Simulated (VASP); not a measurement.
# Zr in VASP: further runs

Runs on Zr. Level: PBE. Tasks: relaxation of cell and atoms, single point.

Program: VASP 6.6.1. These are calculated values, not measurements. Logs are shortened: lines on timing, memory, paths and dates and some standing lists are left out, and cuts for length are marked.

**1. The cell of the first run**

Symmetry: P6_3/mmc, No. 194, hexagonal system. Conventional cell: a = 3.232 Å, b = 3.232 Å, c = 5.147 Å, α = 90.00°, β = 90.00°, γ = 120.00°. Zr (site symmetry -6m2) has 12 Zr at 3.18 to 3.23 Å within 4.2 Å.

**2. Relaxation of cell and atoms, PBE**

Contents of INCAR:

```
  ALGO = Normal
  EDIFF = 1E-7
  EDIFFG = -0.005
  ENCUT = 600
  GGA = PE
  IBRION = 2
  ISIF = 3
  ISMEAR = -1
  LASPH = True
  LCHARG = False
  LREAL = False
  LWAVE = False
  NELM = 80
  NSW = 100
  PREC = Accurate
  SIGMA = 0.05
```

Contents of KPOINTS:

```
k-points
0
Gamma
  12 12 7
```

Contents of POSCAR:

```
Zr
1.0
    3.2320000000      0.0000000000      0.0000000000
   -1.6160000000      2.7989941050      0.0000000000
    0.0000000000      0.0000000000      5.1470000000
Zr
2
Direct
    0.3333333333      0.6666666667      0.2500000000
    0.6666666667      0.3333333333      0.7500000000
```

Potentials or basis: VASP PAW PBE potentials, release 64 (Zr_sv).

Command:

```bash
$ cat potpaw_PBE.64/Zr_sv/POTCAR > POTCAR
$ mpirun -np 1 vasp_std > vasp.out
```

OUTCAR:

```text
EDIFF = 1E-7
   EDIFFG = -0.005
   ENCUT = 600
   GGA = PE
   IBRION = 2
   ISIF = 3
   ISMEAR = -1
   LASPH = True
   LREAL = False
   NELM = 80
   NSW = 100
   PREC = Accurate

 ion  position               nearest neighbor table
   1  0.333  0.667  0.250-   2 3.18   2 3.18   2 3.18   2 3.18   2 3.18   2 3.18
   2  0.667  0.333  0.750-   1 3.18   1 3.18   1 3.18   1 3.18   1 3.18   1 3.18

  LATTYP: Found a hexagonal cell.
 ALAT       =     3.2320000000
 C/A-ratio  =     1.5925123762

  Lattice vectors:

 A1 = (   3.2320000000,   0.0000000000,   0.0000000000)
 A2 = (  -1.6160000000,   2.7989941050,   0.0000000000)
 A3 = (   0.0000000000,   0.0000000000,   5.1470000000)

Analysis of symmetry for initial positions (statically):
=====================================================================
 Subroutine PRICEL returns:
 Original cell was already a primitive cell.

 Routine SETGRP: Setting up the symmetry group for a
 hexagonal supercell.

 Subroutine GETGRP returns: Found 24 space group operations
 (whereof 12 operations were pure point group operations)
 out of a pool of 24 trial point group operations.

The static configuration has the point symmetry D_3d.
 The point group associated with its full space group is D_6h.

Analysis of symmetry for dynamics (positions and initial velocities):
=====================================================================
 Subroutine PRICEL returns:
 Original cell was already a primitive cell.

 Routine SETGRP: Setting up the symmetry group for a
 hexagonal supercell.

 Subroutine GETGRP returns: Found 24 space group operations
 (whereof 12 operations were pure point group operations)
 out of a pool of 24 trial point group operations.

The dynamic configuration has the point symmetry D_3d.
 The point group associated with its full space group is D_6h.

 Subroutine INISYM returns: Found 24 space group operations
 (whereof 12 operations are pure point group operations),
 and found     1 'primitive' translations

----------------------------------------------------------------------------------------

                                     Primitive cell

  volume of cell :      46.5616

  direct lattice vectors                    reciprocal lattice vectors
     3.232000000  0.000000000  0.000000000     0.309405941  0.178635603  0.000000000
    -1.616000000  2.798994105  0.000000000     0.000000000  0.357271206  0.000000000
[... 90 lines left out ...]
   NFREE  =      1    steps in history (QN), initial steepest desc. (CG)
   ISIF   =      3    stress and relaxation
   ISYM   =      2    0-nonsym 1-usesym 2-fastsym
   POTIM  = 0.5000    time-step for ionic-motion
   TEBEG  =    0.0;   TEEND  =   0.0 temperature during run
   PSTRESS=    0.0 pullay stress
   NELECT =      24.0000    total number of electrons
   NUPDOWN=      -1.0000    fix difference up-down
   EMIN   =  10.00;   EMAX   =-10.00  energy-range for DOS
   EFERMI =   0.00;   METHOD = LEGACY
   ISMEAR =    -1;   SIGMA  =   0.05  broadening in eV -4-tet -1-fermi 0-gaus
   EFERMI_NEDOS =   21; number of points for ismear=-14 and -15
   IALGO  =     38    algorithm
   IMIX   =      4    mixing-type and parameters
     AMIX     =   0.40;   BMIX     =  1.00
     AMIX_MAG =   1.60;   BMIX_MAG =  1.00
  volume/ion in A,a.u.               =      23.28       157.11
  Fermi-wavevector in a.u.,A,eV,Ry     =   1.312611  2.480475 23.442130  1.722948
  Thomas-Fermi vector in A             =   2.442991
   LORBIT       =      0    0 simple, 1 ext, 2 COOP (PROOUT), +10 PAW based schemes
   GGA     = PE    functional components
   LHFCALC =     F    Hartree Fock is set to
   AEXX    =    0.0000 exact exchange contribution
   IVDW    =     0    specifies the selected vdW correction
   LEPSILON=     F    determine dielectric tensor
   LRPA    =     F    only Hartree local field effects (RPA)
 conjugate gradient relaxation of ions
 non-spin polarized calculation
  energy-cutoff  :      600.00
  volume of cell :       46.56
 maximum number of plane-waves:      1580
 NGX is ok and might be reduce to    28
   NGX = 13   NGY = 13   NGZ = 21

--------------------------------------- Ionic step        1  -------------------------------------------

 number of electron      24.0000000 magnetization

 Free energy of the ion-electron system (eV)
  ---------------------------------------------------
  ext. energy  EPLUGINS =         0.00000000
  ---------------------------------------------------
  free energy    TOTEN  =       -17.04600833 eV

  energy without entropy =      -17.02696550  energy(sigma->0) =      -17.03648692

------------------------ aborting loop because EDIFF is reached ----------------------------------------

  FORCE on cell =-STRESS in cart. coord.  units (eV):
  Direction    XX          YY          ZZ          XY          YZ          ZX
  --------------------------------------------------------------------------------------
  -------------------------------------------------------------------------------------
  Total        0.0971835      0.0971835      0.2679369      0.0000000      0.0000000      0.0000000
  in kB        3.3440723      3.3440723      9.2196746      0.0000000      0.0000000      0.0000000
  external PRESSURE =       5.3026064 kB  Pullay stress =       0.0000000 kB
[... 131 lines left out ...]
--------------------------------------- Ionic step        5  -------------------------------------------

 number of electron      24.0000000 magnetization

 Free energy of the ion-electron system (eV)
  ---------------------------------------------------
  ext. energy  EPLUGINS =         0.00000000
  ---------------------------------------------------
  free energy    TOTEN  =       -17.04676373 eV

  energy without entropy =      -17.02780079  energy(sigma->0) =      -17.03728226

 E-fermi :   8.9394     XC(G=0): -11.0589

 val. band max:        8.9291621042   @ k =   0.4167   0.1667   0.4286
 cond. band min:       8.9511622097   @ k =   0.1667   0.0000   0.2857
 fundamental gap:      0.0220001055
 Fermi energy:         8.9393568383

 k-point     1 :       0.0000    0.0000    0.0000
  band No.  band energies     occupation
      1     -39.9109      2.00000
      2     -39.7634      2.00000
      3     -18.4175      2.00000
      4     -17.5634      2.00000
      5     -17.5634      2.00000
      6     -17.4401      2.00000
[... 433 lines left out ...]
      3     -18.1959      2.00000
      4     -18.0181      2.00000
      5     -17.9500      2.00000
      6     -17.7109      2.00000
[... 8 lines left out ...]
     15      10.1077      0.00000
     16      12.4009      0.00000

 [... further k-points ...]
[... 5 lines left out ...]
  --------------------------------------------------------------------------------------
  -------------------------------------------------------------------------------------
  Total        0.0010081      0.0010081      0.0009790      0.0000000     -0.0000000      0.0000000
  in kB        0.0345080      0.0345080      0.0335142      0.0000000     -0.0000000      0.0000000
  external PRESSURE =       0.0341767 kB  Pullay stress =       0.0000000 kB
[... 17 lines left out ...]
  FREE ENERGIE OF THE ION-ELECTRON SYSTEM (eV)
  ---------------------------------------------------
  free  energy   TOTEN  =       -17.0467637308 eV

  energy  without entropy=      -17.0278007945  energy(sigma->0) =      -17.03728226

 reached required accuracy - stopping structural energy minimisation
```

CONTCAR:

```text
Zr
   1.00000000000000
     3.2307387489297925    0.0000000000000000    0.0000000000000000
    -1.6153693744648963    2.7979018295326870    0.0000000000000000
     0.0000000000000000    0.0000000000000000    5.1777602282597881
  Zr
     2
Direct
     0.3333333332999970    0.6666666667000030    0.2500000000000000
     0.6666666667000030    0.3333333332999970    0.7500000000000000

  0.00000000E+00  0.00000000E+00  0.00000000E+00
  0.00000000E+00  0.00000000E+00  0.00000000E+00
```

It took 6.1 min on 1 thread of Intel Xeon Platinum 8488C (Sapphire Rapids), shared host; peak memory 0.22 GiB.

What came out:

```yaml
Free_energy: -17.0468 eV
Relaxed_volume: 23.40 Å³/atom
Relaxed_cell: a = 3.231 Å, b = 3.231 Å, c = 5.178 Å, α = 90.00°, β = 90.00°, γ = 120.00°
Space_group_after_relaxing_to_0.05_Å: P6_3/mmc (No. 194)
Energy_gained_by_relaxing: 0.4 meV/atom
Ionic_steps: 5
Pressure_after_relaxing: 0.0 GPa
Band_gap_on_the_k_mesh: zero (band 12 reaches 9.81 eV, above the bottom of band 13 at 8.70 eV)
```

The path:
```tsv
step	energy change (eV)	largest force (eV/Å)	pressure (GPa)	volume (Å³)
1	0.0000	0.0000	0.53	46.56
2	-0.0003	0.0000	-0.54	47.08
3	-0.0006	0.0000	-0.08	46.85
4	-0.0007	0.0000	-0.03	46.82
5	-0.0008	0.0000	0.00	46.80
```

Final structure:
```xyz
2
Lattice="3.2307 0.0000 0.0000 -1.6154 2.7979 0.0000 0.0000 0.0000 5.1778" Properties=species:S:1:pos:R:3 pbc="T T T"
Zr    0.0000    1.8653    1.2944
Zr    1.6154    0.9326    3.8833
```

**3. Single point, PBE**

This run uses another cell than the first one, of 23.40 Å³/atom, 1.005 times its volume.

Contents of INCAR:

```
SYSTEM = Zr
PREC     = Accurate       ! precision mode
ENCUT    = 520            ! plane-wave cutoff, eV
EDIFF    = 1E-6           ! SCF threshold, eV
ISMEAR   = -1             ! smearing method
SIGMA    = 0.05           ! smearing width, eV
LREAL    = .FALSE.        ! projectors in reciprocal space
LASPH    = .TRUE.         ! aspherical terms in the spheres
NELM     = 80             ! most SCF steps
ALGO     = Normal         ! electronic algorithm
ISIF     = 2              ! what is computed and relaxed
LWAVE    = .FALSE.        ! write WAVECAR
LCHARG   = .TRUE.         ! write CHGCAR
GGA      = PE             ! functional
LELF     = .TRUE.         ! ELF
LVHAR    = .TRUE.       
ISYM     = 0            
NBANDS   = 19             ! bands
```

Contents of KPOINTS:

```
Automatic mesh
0
Gamma
  12 12 7
  0.5 0.5 0.5
```

Contents of POSCAR:

```
Zr
1.0
    3.2304570775      0.0026868253      0.0000000000
   -1.6129016798      2.7990013076      0.0000000000
    0.0000000000      0.0000000000      5.1723336649
Zr
2
Direct
    0.3325070379      0.6674929621      0.2500000000
    0.6674929621      0.3325070379      0.7500000000
```

Potentials or basis: VASP PAW PBE potentials, release 64 (Zr_sv).

Command:

```bash
$ cat potpaw_PBE.64/Zr_sv/POTCAR > POTCAR
$ mpirun -np 1 vasp_std > vasp.out
```

OUTCAR:

```text
SYSTEM = Zr
   PREC = Accurate
   ENCUT = 520
   EDIFF = 1E-6
   ISMEAR = -1
   LREAL = .FALSE.
   LASPH = .TRUE.
   NELM = 80
   ISIF = 2
   GGA = PE
   ISYM = 0

 ion  position               nearest neighbor table
   1  0.333  0.667  0.250-   2 3.19   2 3.19   2 3.19   2 3.19   2 3.19   2 3.19
   2  0.667  0.333  0.750-   1 3.19   1 3.19   1 3.19   1 3.19   1 3.19   1 3.19

IMPORTANT INFORMATION: All symmetrisations will be switched off!
NOSYMM: (Re-)initialisation of all symmetry stuff for point group C_1.

----------------------------------------------------------------------------------------

                                     Primitive cell

  volume of cell :      46.7909

  direct lattice vectors                    reciprocal lattice vectors
     3.230457078  0.002686825  0.000000000     0.309405430  0.178292356  0.000000000
    -1.612901680  2.799001308  0.000000000    -0.000297005  0.357099140  0.000000000
     0.000000000  0.000000000  5.172333665     0.000000000  0.000000000  0.193336328

  length of vectors
     3.230458195  3.230458195  5.172333665     0.357099263  0.357099263  0.193336328

  position of ions in fractional coordinates (direct lattice)
     0.332507038  0.667492962  0.250000000
     0.667492962  0.332507038  0.750000000

  ion indices of the primitive-cell ions
   primitive index   ion index
[... 124 lines left out ...]
 cond. band min:       8.9567347307   @ k =   0.0417   0.1250  -0.0714
 fundamental gap:      0.0347421196
 Fermi energy:         8.9451074071

 k-point     1 :       0.0417    0.0417    0.0714
  band No.  band energies     occupation
      1     -39.8998      2.00000
      2     -39.7583      2.00000
      3     -18.3912      2.00000
      4     -17.5945      2.00000
      5     -17.5683      2.00000
      6     -17.4741      2.00000
[... 505 lines left out ...]
      6     -17.7604      2.00000
[... 11 lines left out ...]
     18      13.9903      0.00000
     19      14.3385      0.00000

 [... further k-points ...]

------------------------ aborting loop because EDIFF is reached ----------------------------------------

  FORCE on cell =-STRESS in cart. coord.  units (eV):
  Direction    XX          YY          ZZ          XY          YZ          ZX
  --------------------------------------------------------------------------------------
  -------------------------------------------------------------------------------------
  Total       -0.0006672      0.0001228      0.0043694      0.0007481      0.0000006      0.0000052
  in kB       -0.0228456      0.0042044      0.1496137      0.0256172      0.0000201      0.0001778
  external PRESSURE =       0.0436575 kB  Pullay stress =       0.0000000 kB

 VOLUME and BASIS-vectors are now :
 -----------------------------------------------------------------------------
  energy-cutoff  :      520.00
  volume of cell :       46.79
      direct lattice vectors                 reciprocal lattice vectors
     3.230457078  0.002686825  0.000000000     0.309405430  0.178292356  0.000000000
    -1.612901680  2.799001308  0.000000000    -0.000297005  0.357099140  0.000000000
     0.000000000  0.000000000  5.172333665     0.000000000  0.000000000  0.193336328

 POSITION                                       TOTAL-FORCE (eV/Angst)
 -----------------------------------------------------------------------------------
     -0.00245      1.86921      1.29308        -0.001200      0.000688     -0.000009
      1.62001      0.93248      3.87925         0.001200     -0.000688      0.000009
 -----------------------------------------------------------------------------------
    total drift:                                0.000008     -0.000007      0.000002

  FREE ENERGIE OF THE ION-ELECTRON SYSTEM (eV)
  ---------------------------------------------------
  free  energy   TOTEN  =       -17.0498860248 eV

  energy  without entropy=      -17.0336289342  energy(sigma->0) =      -17.04175748
```

OSZICAR:

```text
N       E                     dE             d eps       ncg     rms          rms(c)
DAV:   1     0.214680272193E+03    0.21468E+03   -0.13246E+04 19160   0.125E+03
DAV:   2    -0.162833665902E+01   -0.21631E+03   -0.21229E+03 22105   0.366E+02
DAV:   3    -0.173518574882E+02   -0.15724E+02   -0.15586E+02 34699   0.713E+01
DAV:   4    -0.177541316623E+02   -0.40227E+00   -0.40175E+00 22723   0.118E+01
DAV:   5    -0.177667728396E+02   -0.12641E-01   -0.12639E-01 28560   0.142E+00    0.142E+01
DAV:   6    -0.171623662324E+02    0.60441E+00   -0.94084E-01 20954   0.732E+00    0.557E+00
DAV:   7    -0.170434524383E+02    0.11891E+00   -0.59747E-01 26440   0.512E+00    0.111E+00
DAV:   8    -0.170498270900E+02   -0.63747E-02   -0.42755E-02 25447   0.148E+00    0.253E-01
DAV:   9    -0.170499380975E+02   -0.11101E-03   -0.14982E-03 24669   0.342E-01    0.356E-02
DAV:  10    -0.170498869275E+02    0.51170E-04   -0.34696E-05 24854   0.355E-02    0.248E-02
DAV:  11    -0.170498860248E+02    0.90269E-06   -0.95090E-06 21473   0.324E-02
   1 F= -.17049886E+02 E0= -.17041757E+02  d E =-.162571E-01
```

stdout:

```text
POSCAR found type information on POSCAR Zr
 POSCAR found :  1 types and       2 ions
 scaLAPACK will be used
 LDA part: xc-table for (Slater+PW92), standard interpolation
 POSCAR, INCAR and KPOINTS ok, starting setup
 FFT: planning ... GRIDC
 FFT: planning ... GRID_SOFT
 FFT: planning ... GRID
 WAVECAR not read
 entering main loop
```

Run time: 7 min. Hardware: 1 thread of Intel Xeon Platinum 8488C (Sapphire Rapids), shared host; peak memory 0.44 GiB.

What came out:

```
Free energy            : -17.0499 eV
Pressure               : 0.0 GPa
Band gap on the k mesh : zero (band 12 reaches 9.81 eV, above the bottom of band 13 at 8.70 eV)
```
